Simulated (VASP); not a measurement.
# SnO: single point with PBEsol

Crystal: SnO.

```
CELL_PARAMETERS angstrom
2.73691 -2.73780 0.00000
2.73691 2.73780 0.00000
0.00000 0.00000 10.22196
ATOMIC_POSITIONS crystal
Sn 0.73655 0.26345 0.86386
Sn 0.26345 0.73655 0.13614
Sn 0.76345 0.23655 0.36386
Sn 0.23655 0.76345 0.63614
O 0.26194 0.23806 0.25000
O 0.73806 0.76194 0.75000
O 0.23806 0.26194 0.75000
O 0.76194 0.73806 0.25000
```

```
Program                : VASP 6.6.1
Task                   : single point
Functional             : PBEsol
Potentials or basis    : VASP PAW PBE potentials, release 64 (Sn_d, O)
Cutoff                 : 520 eV
k mesh                 : 6 × 6 × 2
Occupations            : gaussian, width 0.1 eV
Spin                   : no spin polarisation
Dipole correction      : no
Further INCAR settings : ALGO = Normal; EDIFF = 1e-07; NBANDS = 50
```

- Pressure: -3.9 GPa
- Largest force: 0.309 eV/Å
- Band gap on the k mesh: 0.51 eV

Forces in eV/Å, atoms in the order of the input:
```
Sn   0.000 -0.043 -0.306
Sn   0.000  0.043  0.306
Sn   0.000  0.043 -0.306
Sn   0.000 -0.043  0.306
O    0.000  0.000  0.000
O    0.000  0.000  0.000
O    0.000  0.000  0.000
O    0.000  0.000  0.000
```

Stress tensor (GPa, compression positive):
```
-4.11  0.00  0.00
 0.00 -4.10  0.00
 0.00  0.00 -3.40
```

Levels at points of the mesh, in eV from the valence-band top:
```
           k point  band 36  band 37  band 38  band 39  band 40  band 41  band 42  band 43  band 44  band 45
(0.00, 0.00, 0.00)    -2.84    -2.83    -2.82    -1.91     0.00     1.63     1.83     3.32     3.32     3.73
(0.50, 0.00, 0.00)    -4.41    -2.31    -2.31    -1.49    -1.49     2.39     2.39     2.98     2.98     5.53
(0.50, 0.50, 0.00)    -2.18    -2.18    -2.18    -1.74    -1.71     0.51     0.53     2.62     2.63     3.58
(0.00, 0.00, 0.50)    -2.84    -2.83    -2.83    -0.68    -0.68     1.60     1.60     3.82     3.82     3.82
(0.50, 0.00, 0.50)    -4.42    -1.98    -1.98    -1.78    -1.78     2.59     2.59     2.76     2.76     5.63
(0.50, 0.50, 0.50)    -2.18    -2.05    -2.05    -2.02    -2.02     1.24     1.24     1.26     1.26     4.91
```

Run time: 6.3 min on 1 thread of Intel Xeon 8259CL (shared host), peak memory 0.35 GiB.

Caveat: the cell stands under tension; the PAW data sets were made with another functional, which shifts forces and pressure a little; spin-orbit coupling is left out, which moves the levels of the heavy elements. A k mesh can miss the band edges.
